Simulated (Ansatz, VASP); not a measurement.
Two plane-wave programs on CoO

INCAR

```
SYSTEM = CoO
PREC = Accurate
ENCUT = 520
EDIFF = 1E-6
ISMEAR = 0
SIGMA = 0.15
LREAL = .False.
LASPH = .True.
NELM = 150
ALGO = Fast
ISIF = 2
LWAVE = .False.
LCHARG = .True.
ISPIN = 2
MAGMOM = 2.74 0.37
LORBIT = 11
LMAXMIX = 4
GGA = PS
LELF = .True.
LVHAR = .True.
NBANDS = 18
```

The input KPOINTS:

```
regular mesh
0
Gamma
  20 20 20
  0 0 0
```

Contents of POSCAR:

```
CoO
1.0
    0.0053287500      2.1315000000      2.1315000000
    2.1315000000      0.0053287500      2.1315000000
    2.1368287500      2.1368287500      0.0000000000
Co O
1 1
Direct
    0.0000000000      0.0000000000      0.0000000000
    0.5000000000      0.5000000000      0.5000000000
```

Input for Ansatz:

```yaml
crystal:
  lattice:
    - [0.00532875, 2.1315, 2.1315]
    - [2.1315, 0.00532875, 2.1315]
    - [2.13682875, 2.13682875, 0.0]
  atoms:
    - { symbol: Co, position: [0.0, 0.0, 0.0], spin: 2.74 }
    - { symbol: O, position: [0.5, 0.5, 0.5], spin: 0.37 }
basis:
  ecutwfc: 420
kpoints:
  mp_grid: { grid: [20, 20, 20] }
hamiltonian:
  xc: pbesol
scf:
  occupations: { method: gaussian, width: 0.15 }
output:
  forces: true
  stress: true
  eigenvalues: true
  populations: true
magnetization:
  spin_polarized: true
```

Change from the starting cell: strain +0.0050 x Voigt [0, 0, 0, 0, 0, 1], atoms carried along.

Alike in both runs: task single point; functional PBEsol; k mesh 20 × 20 × 20; occupations gaussian, width 0.15 eV; collinear spin.

```csv
,VASP,Ansatz
version,VASP 6.6.1,Ansatz 0.2.0
potentials or method,"VASP PAW PBE potentials, release 64 (Co, O), cutoff 520 eV","scalar-relativistic, plane waves, PAW"
valence electrons in the cell,15,23
```

|  | VASP | Ansatz | Ansatz less VASP |
| --- | --- | --- | --- |
| gap on the k mesh at the Fermi level (eV) | none | none | - |
| pressure (GPa) | -11.3 | -10.8 | +0.53 |
| traceless stress, the component that is largest in VASP (GPa) | 0.07 | 0.08 | +0.013 |
| net moment per atom (μB) | 1.46 | 1.48 | +0.011 |
| size of the moment on the site where the two differ most (μB) | 2.56 | 2.50 | -0.064 |

VASP's potentials were made for PBE, not for PBEsol. Site moments also hang on the region over which each program counts them. A gap of «none» marks a metal or a gap that the smearing closes. With one functional, cell and mesh, what is left measures potentials, basis and numerics. VASP's potentials hold 15 valence electrons a cell and Ansatz's 23, so a difference there can come from the potentials and not from the codes.
